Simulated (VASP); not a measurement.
MnSb, 4 atoms in the cell. Symmetry: P6_3/mmc, No. 194, hexagonal system. The conventional cell has a = 4.148 Å, b = 4.148 Å, c = 5.678 Å, α = 90.00°, β = 90.00°, γ = 120.00°. Mn (site symmetry -3m) has 6 Sb at 2.78 Å and 2 Mn at 2.84 Å within 3.7 Å. Within 3.8 Å of Sb (site symmetry -6m2) lie 6 Mn at 2.78 Å and 6 Sb at 3.71 Å. 

| Quantity | Value |
| --- | --- |
| Program | VASP 6.6.1 |
| Task | single point |
| Functional | PBE |
| Potentials or basis | VASP PAW PBE potentials, release 64 (Mn_pv, Sb) |
| Cutoff | 520 eV |
| k mesh | 10 × 10 × 6 |
| Occupations | gaussian, width 0.05 eV |
| Spin | collinear spin, ferromagnetic start |
| Starting moments | [3.65, 3.65, 0.0, 0.0] μB |
| Dipole correction | no |
| Further INCAR settings | ALGO = Normal; EDIFF = 1e-06; NBANDS = 30 |

Potentials or basis: VASP PAW PBE potentials, release 64 (Mn_pv, Sb).

Launch:

```console
$ cat potpaw_PBE.64/Mn_pv/POTCAR potpaw_PBE.64/Sb/POTCAR > POTCAR
$ mpirun -np 1 vasp_std > vasp.out
```

Hardware: 1 thread of AMD EPYC 9R45 96-Core Processor (Zen 5) (shared host).

Q: How long does it take, and how much memory?

A: Wall time 2.4 min on 1 thread of AMD EPYC 9R45 96-Core Processor (Zen 5), with other jobs on the host, peak memory 0.34 GiB. Counts: scf iterations 16, k points 56.
